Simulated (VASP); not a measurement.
Input of a VASP 6.6.1 run:

POSCAR

```
ScAl3
1.0
    4.0855365693      0.0000000000      0.0000000000
    0.0000000000      4.0855365693      0.0000000000
    0.0000000000      0.0000000000      4.0855365693
Sc Al
1 3
Direct
    0.0000000000      0.0000000000      0.0000000000
    0.5000000000      0.0000000000      0.5000000000
    0.0000000000      0.5000000000      0.5000000000
    0.5000000000      0.5000000000      0.0000000000
```

Contents of INCAR.step1:

```
ALGO = Normal
EDIFF = 1E-4
ENCUT = 520
GGA = PE
ISMEAR = 0
LASPH = T
LCHARG = F
LREAL = F
LWAVE = T
NBANDS = 18
NELM = 60
PREC = Accurate
SIGMA = 0.15
```

INCAR.step2

```
ALGO = Normal
EDIFF = 1E-7
ENCUT = 520
ISIF = 2
ISMEAR = 0
ISTART = 1
LASPH = T
LCHARG = F
LMIXTAU = T
LREAL = F
LWAVE = F
METAGGA = R2SCAN
NBANDS = 18
NELM = 60
PREC = Accurate
SIGMA = 0.15
```

File KPOINTS:

```
k-points
0
Gamma
  8 8 8
```

Potentials or basis: VASP PAW PBE potentials, release 64 (Sc_sv, Al).

Command:

```console
$ cat potpaw_PBE.64/Sc_sv/POTCAR potpaw_PBE.64/Al/POTCAR > POTCAR
$ cp INCAR.step1 INCAR
$ mpirun -np 1 vasp_std > vasp.out
$ cp INCAR.step2 INCAR
$ mpirun -np 1 vasp_std > vasp.out
```

Question: What does it give for the pressure?

Answer: 0.1 GPa.

Question: What does it give for the band gap on the k mesh?

Answer: Zero (bands 10 and 11 overlap by 4.25 eV).

Caveat: the PAW data sets were made with another functional, which shifts forces and pressure a little.
